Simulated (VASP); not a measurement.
# InP (F-43m) in VASP: further runs

Runs on InP. Level: PBEsol. Tasks: single point, relaxation of cell and atoms.

Everything below comes from runs of VASP 6.6.1. Logs are shortened: lines on timing, memory, paths and dates and some standing lists are left out, and cuts for length are marked.

### Step 1. The cell of the first run

The structure is cubic, space group F-43m (No. 216). The conventional cell has a = 5.732 Å, b = 5.732 Å, c = 5.732 Å, α = 90.00°, β = 90.00°, γ = 90.00°. Within 3.3 Å of In (site symmetry -43m) lie 4 P at 2.48 Å. Within 3.3 Å of P (site symmetry -43m) lie 4 In at 2.48 Å.

### Step 2. Single point, PBEsol

INCAR reads:

```
PREC = Accurate
ENCUT = 520
EDIFF = 1E-7
ISMEAR = 0
SIGMA = 0.01
LREAL = False
LASPH = True
NELM = 100
ALGO = Normal
ISIF = 2
LWAVE = False
LCHARG = True
GGA = PS
LELF = True
LVHAR = True
NBANDS = 16
```

KPOINTS reads:

```
regular mesh
0
Gamma
  10 10 10
```

POSCAR reads:

```
InP
1.0
    0.0000000000      2.8661660483      2.8661660483
    2.8661660483      0.0000000000      2.8661660483
    2.8661660483      2.8661660483      0.0000000000
In P
1 1
Direct
    0.0000000000      0.0000000000      0.0000000000
    0.7500000000      0.7500000000      0.7500000000
```

Potentials or basis: VASP PAW PBE potentials, release 64 (In_d, P).

The run is started by

```sh
$ cat potpaw_PBE.64/In_d/POTCAR potpaw_PBE.64/P/POTCAR > POTCAR
$ mpirun -np 1 vasp_std > vasp.out
```

OUTCAR:

```text
PREC = Accurate
   ENCUT = 520
   EDIFF = 1E-7
   ISMEAR = 0
   LREAL = False
   LASPH = True
   NELM = 100
   ISIF = 2
   GGA = PS

 ion  position               nearest neighbor table
   1  0.000  0.000  0.000-   2 2.48   2 2.48   2 2.48   2 2.48
   2  0.750  0.750  0.750-   1 2.48   1 2.48   1 2.48   1 2.48

  LATTYP: Found a face centered cubic cell.
 ALAT       =     5.7323320966

  Lattice vectors:

 A1 = (   0.0000000000,   2.8661660483,   2.8661660483)
 A2 = (   2.8661660483,   0.0000000000,   2.8661660483)
 A3 = (   2.8661660483,   2.8661660483,   0.0000000000)

Analysis of symmetry for initial positions (statically):
=====================================================================
 Subroutine PRICEL returns:
 Original cell was already a primitive cell.

 Routine SETGRP: Setting up the symmetry group for a
 face centered cubic supercell.

 Subroutine GETGRP returns: Found 24 space group operations
 (whereof 24 operations were pure point group operations)
 out of a pool of 48 trial point group operations.

The static configuration has the point symmetry T_d .

Analysis of symmetry for dynamics (positions and initial velocities):
=====================================================================
 Subroutine PRICEL returns:
 Original cell was already a primitive cell.

 Routine SETGRP: Setting up the symmetry group for a
 face centered cubic supercell.

 Subroutine GETGRP returns: Found 24 space group operations
 (whereof 24 operations were pure point group operations)
 out of a pool of 48 trial point group operations.

The dynamic configuration has the point symmetry T_d .

 Subroutine INISYM returns: Found 24 space group operations
 (whereof 24 operations are pure point group operations),
 and found     1 'primitive' translations

----------------------------------------------------------------------------------------

                                     Primitive cell

  volume of cell :      47.0906

  direct lattice vectors                    reciprocal lattice vectors
     0.000000000  2.866166048  2.866166048    -0.174449069  0.174449069  0.174449069
     2.866166048  0.000000000  2.866166048     0.174449069 -0.174449069  0.174449069
     2.866166048  2.866166048  0.000000000     0.174449069  0.174449069 -0.174449069

  length of vectors
     4.053370898  4.053370898  4.053370898     0.302154652  0.302154652  0.302154652

  position of ions in fractional coordinates (direct lattice)
     0.000000000  0.000000000  0.000000000
[... 72 lines left out ...]
   ISPIN  =      1    spin polarized calculation?
   LNONCOLLINEAR =      F non collinear calculations
   LSORBIT =      F    spin-orbit coupling
   LASPH  =      T    aspherical Exc in radial PAW
   ENCUT  =  520.0 eV  38.22 Ry    6.18 a.u.   7.54  7.54  7.54*2*pi/ulx,y,z
   NELM   =    100;   NELMIN=  2; NELMDL= -5     # of ELM steps
   EDIFF  = 0.1E-06   stopping-criterion for ELM
   LREAL  =      F    real-space projection
   EDIFFG = 0.1E-05   stopping-criterion for IOM
   NSW    =      0    number of steps for IOM
   IBRION =     -1    ionic relax: 0-MD 1-quasi-New 2-CG
   NFREE  =      0    steps in history (QN), initial steepest desc. (CG)
   ISIF   =      2    stress and relaxation
   ISYM   =      2    0-nonsym 1-usesym 2-fastsym
   POTIM  = 0.5000    time-step for ionic-motion
   TEBEG  =    0.0;   TEEND  =   0.0 temperature during run
   PSTRESS=    0.0 pullay stress
   NELECT =      18.0000    total number of electrons
   NUPDOWN=      -1.0000    fix difference up-down
   EMIN   =  10.00;   EMAX   =-10.00  energy-range for DOS
   EFERMI =   0.00;   METHOD = LEGACY
   ISMEAR =     0;   SIGMA  =   0.01  broadening in eV -4-tet -1-fermi 0-gaus
   EFERMI_NEDOS =   21; number of points for ismear=-14 and -15
   IALGO  =     38    algorithm
   IMIX   =      4    mixing-type and parameters
     AMIX     =   0.40;   BMIX     =  1.00
     AMIX_MAG =   1.60;   BMIX_MAG =  1.00
  volume/ion in A,a.u.               =      23.55       158.89
  Fermi-wavevector in a.u.,A,eV,Ry     =   1.188104  2.245190 19.205851  1.411590
  Thomas-Fermi vector in A             =   2.324240
   LORBIT       =      0    0 simple, 1 ext, 2 COOP (PROOUT), +10 PAW based schemes
   GGA     = PS    functional components
   LHFCALC =     F    Hartree Fock is set to
   AEXX    =    0.0000 exact exchange contribution
   IVDW    =     0    specifies the selected vdW correction
   LEPSILON=     F    determine dielectric tensor
   LRPA    =     F    only Hartree local field effects (RPA)
 non-spin polarized calculation
 Gauss-broadening in eV      SIGMA  =   0.01
  energy-cutoff  :      520.00
  volume of cell :       47.09
 maximum number of plane-waves:      1295
   NGX = 15   NGY = 15   NGZ = 15

 number of electron      17.9999997 magnetization

 Free energy of the ion-electron system (eV)
  ---------------------------------------------------
  ext. energy  EPLUGINS =         0.00000000
  ---------------------------------------------------
  free energy    TOTEN  =        -9.09156490 eV

  energy without entropy =       -9.09156490  energy(sigma->0) =       -9.09156490

 E-fermi :   5.9565     XC(G=0):  -9.7759

 val. band max:        5.8515615500   @ k =   0.0000   0.0000   0.0000
 cond. band min:       6.8210599189   @ k =   0.0000   0.0000   0.0000
 fundamental gap:      0.9694983690
 Fermi energy:         5.9564744559

 k-point     1 :       0.0000    0.0000    0.0000
  band No.  band energies     occupation
      1      -8.4568      2.00000
      2      -8.4568      2.00000
      3      -8.4568      2.00000
      4      -8.2653      2.00000
      5      -8.2653      2.00000
      6      -6.1799      2.00000
[... 433 lines left out ...]
      3      -8.3551      2.00000
      4      -8.3134      2.00000
      5      -8.2312      2.00000
      6      -4.2952      2.00000
[... 8 lines left out ...]
     15      16.5500      0.00000
     16      18.9089      0.00000

 [... further k-points ...]
[... 5 lines left out ...]
  --------------------------------------------------------------------------------------
  -------------------------------------------------------------------------------------
  Total        1.7522579      1.7522579      1.7522579      0.0000000      0.0000000     -0.0000000
  in kB       59.6176100     59.6176100     59.6176100      0.0000000      0.0000000     -0.0000000
  external PRESSURE =      59.6176100 kB  Pullay stress =       0.0000000 kB

 VOLUME and BASIS-vectors are now :
 -----------------------------------------------------------------------------
  energy-cutoff  :      520.00
  volume of cell :       47.09
      direct lattice vectors                 reciprocal lattice vectors
     0.000000000  2.866166048  2.866166048    -0.174449069  0.174449069  0.174449069
     2.866166048  0.000000000  2.866166048     0.174449069 -0.174449069  0.174449069
     2.866166048  2.866166048  0.000000000     0.174449069  0.174449069 -0.174449069

 POSITION                                       TOTAL-FORCE (eV/Angst)
 -----------------------------------------------------------------------------------
      0.00000      0.00000      0.00000         0.000000      0.000000      0.000000
      4.29925      4.29925      4.29925        -0.000000     -0.000000     -0.000000
 -----------------------------------------------------------------------------------
    total drift:                                0.000000      0.000000      0.000000

  FREE ENERGIE OF THE ION-ELECTRON SYSTEM (eV)
  ---------------------------------------------------
  free  energy   TOTEN  =        -9.0915649031 eV

  energy  without entropy=       -9.0915649031  energy(sigma->0) =       -9.09156490
```

OSZICAR:

```text
N       E                     dE             d eps       ncg     rms          rms(c)
DAV:   1     0.110813700579E+03    0.11081E+03   -0.84332E+03  1512   0.128E+03
DAV:   2    -0.197185989437E+01   -0.11279E+03   -0.10798E+03  1632   0.306E+02
DAV:   3    -0.934045596413E+01   -0.73686E+01   -0.73347E+01  2048   0.755E+01
DAV:   4    -0.952385766942E+01   -0.18340E+00   -0.18335E+00  1840   0.125E+01
DAV:   5    -0.953214786100E+01   -0.82902E-02   -0.82900E-02  2320   0.235E+00    0.615E+00
DAV:   6    -0.913668416198E+01    0.39546E+00   -0.58349E-01  2368   0.145E+01    0.358E+00
DAV:   7    -0.909425094515E+01    0.42433E-01   -0.15886E-01  2264   0.387E+00    0.118E+00
DAV:   8    -0.909133922816E+01    0.29117E-02   -0.17353E-02  1856   0.157E+00    0.412E-01
DAV:   9    -0.909148002238E+01   -0.14079E-03   -0.12327E-03  1984   0.366E-01    0.177E-01
DAV:  10    -0.909154131039E+01   -0.61288E-04   -0.20799E-04  2240   0.219E-01    0.110E-01
DAV:  11    -0.909156599893E+01   -0.24689E-04   -0.56047E-05  1880   0.936E-02    0.483E-02
DAV:  12    -0.909156483739E+01    0.11615E-05   -0.69041E-06  1680   0.235E-02    0.110E-02
DAV:  13    -0.909156490306E+01   -0.65667E-07   -0.86748E-07  2008   0.466E-03
   1 F= -.90915649E+01 E0= -.90915649E+01  d E =-.267227E-52
```

stdout:

```text
POSCAR found type information on POSCAR InP
 POSCAR found :  2 types and       2 ions
 scaLAPACK will be used
 -----------------------------------------------------------------------------
|                                                                             |
|                                                                             |
|     You enforced a specific xc type in the INCAR file but a different       |
|     I HOPE YOU KNOW WHAT YOU ARE DOING!                                     |
|                                                                             |
 -----------------------------------------------------------------------------

 LDA part: xc-table for (Slater+PW92), standard interpolation
 POSCAR, INCAR and KPOINTS ok, starting setup
 FFT: planning ... GRIDC
 FFT: planning ... GRID_SOFT
 FFT: planning ... GRID
 WAVECAR not read
 entering main loop
```

Wall time 25 s (1 thread of Intel Xeon Platinum 8375C at 2.90GHz (Ice Lake), shared host); peak memory 0.18 GiB.

Results:

```yaml
Free_energy: -9.0916 eV
Pressure: 6.0 GPa
Band_gap_on_the_k_mesh: 0.97 eV, direct
```

Levels at points of the mesh, in eV from the valence-band top:
| k point | band 6 | band 7 | band 8 | band 9 | band 10 | band 11 | band 12 | band 13 |
| --- | --- | --- | --- | --- | --- | --- | --- | --- |
| (0.00, 0.00, 0.00) | -12.03 | 0.00 | 0.00 | 0.00 | 0.97 | 4.00 | 4.00 | 4.00 |
| (0.50, 0.00, 0.00) | -10.05 | -6.18 | -1.09 | -1.09 | 1.56 | 4.73 | 4.73 | 7.05 |
| (0.50, 0.50, 0.00) | -9.31 | -6.12 | -2.59 | -2.59 | 1.51 | 2.14 | 9.53 | 9.97 |

Caveat: the PAW data sets were made with another functional, which shifts forces and pressure a little; spin-orbit coupling is left out, which moves the levels of the heavy elements.

### Step 3. Relaxation of cell and atoms, PBEsol, target pressure 6 GPa, at which the enthalpy is minimised

This run uses another cell than the first one, of 25.39 Å³/atom, 1.078 times its volume.

INCAR reads:

```
ALGO     = Normal         # electronic algorithm
EDIFF    = 1E-6           # SCF threshold, eV
EDIFFG   = -0.001         # ionic threshold
ENCUT    = 600            # plane-wave cutoff, eV
GGA      = PS             # functional
IBRION   = 2              # ionic algorithm
ISIF     = 3              # what is computed and relaxed
ISMEAR   = 0              # smearing method
LASPH    = True           # aspherical terms in the spheres
LCHARG   = False          # write CHGCAR
LREAL    = False          # projectors in reciprocal space
LWAVE    = False          # write WAVECAR
NELM     = 80             # most SCF steps
NSW      = 80             # ionic steps
PREC     = Accurate       # precision mode
PSTRESS  = 60.0         
SIGMA    = 0.01           # smearing width, eV
```

KPOINTS reads:

```
k-points
0
Gamma
  10 10 10
```

POSCAR reads:

```
InP
1.0
    0.0000000000      2.9390910429      2.9390910429
    2.9390910429      0.0000000000      2.9390910429
    2.9390910429      2.9390910429      0.0000000000
In P
1 1
Direct
    0.0000000000      0.0000000000      0.0000000000
    0.7500000000      0.7500000000      0.7500000000
```

Potentials or basis: VASP PAW PBE potentials, release 64 (In_d, P).

The run is started by

```sh
$ cat potpaw_PBE.64/In_d/POTCAR potpaw_PBE.64/P/POTCAR > POTCAR
$ mpirun -np 1 vasp_std > vasp.out
```

Wall time 1.8 min (1 thread of Intel Xeon Platinum 8375C at 2.90GHz (Ice Lake), shared host); peak memory 0.23 GiB.

It converged, with:

```
Free energy                                            : -9.0927 eV
Relaxed volume                                         : 23.55 Å³/atom
Relaxed cell                                           : a = 4.054 Å, b = 4.054 Å, c = 4.054 Å, α = 60.00°, β = 60.00°, γ = 60.00°
Space group after relaxing (to 0.05 Å)                 : F-43m (No. 216)
Energy change on relaxing (the enthalpy is what falls) : +32.2 meV/atom
Ionic steps                                            : 8
Pressure after relaxing                                : 6.0 GPa
Band gap on the k mesh                                 : 0.97 eV, direct
```

Step by step:
```tsv
step	energy change (eV)	largest force (eV/Å)	pressure (GPa)	volume (Å³)
1	0.0000	0.0000	0.02	50.78
2	0.2363	0.0000	12.97	44.13
3	0.0634	0.0000	5.93	47.13
4	0.0661	0.0000	6.11	47.06
5	0.0625	0.0000	5.90	47.15
6	0.0646	0.0000	6.03	47.10
7	0.0642	0.0000	5.99	47.11
8	0.0644	0.0000	6.00	47.10
```

Final structure:
```
CELL_PARAMETERS angstrom
0.00000 2.86643 2.86643
2.86643 0.00000 2.86643
2.86643 2.86643 0.00000
ATOMIC_POSITIONS crystal
In 0.00000 0.00000 0.00000
P 0.75000 0.75000 0.75000
```

Levels at points of the mesh, in eV from the valence-band top:
```tsv
k point	band 6	band 7	band 8	band 9	band 10	band 11	band 12	band 13
(0.00, 0.00, 0.00)	-12.03	0.00	0.00	0.00	0.97	4.00	4.00	4.00
(0.50, 0.00, 0.00)	-10.04	-6.18	-1.09	-1.09	1.56	4.73	4.73	7.05
(0.50, 0.50, 0.00)	-9.30	-6.12	-2.59	-2.59	1.51	2.14	9.52	9.97
```

Caveat: the cell is relaxed towards a set pressure, so the enthalpy falls and the energy may rise; the PAW data sets were made with another functional, which shifts forces and pressure a little; spin-orbit coupling is left out, which moves the levels of the heavy elements.
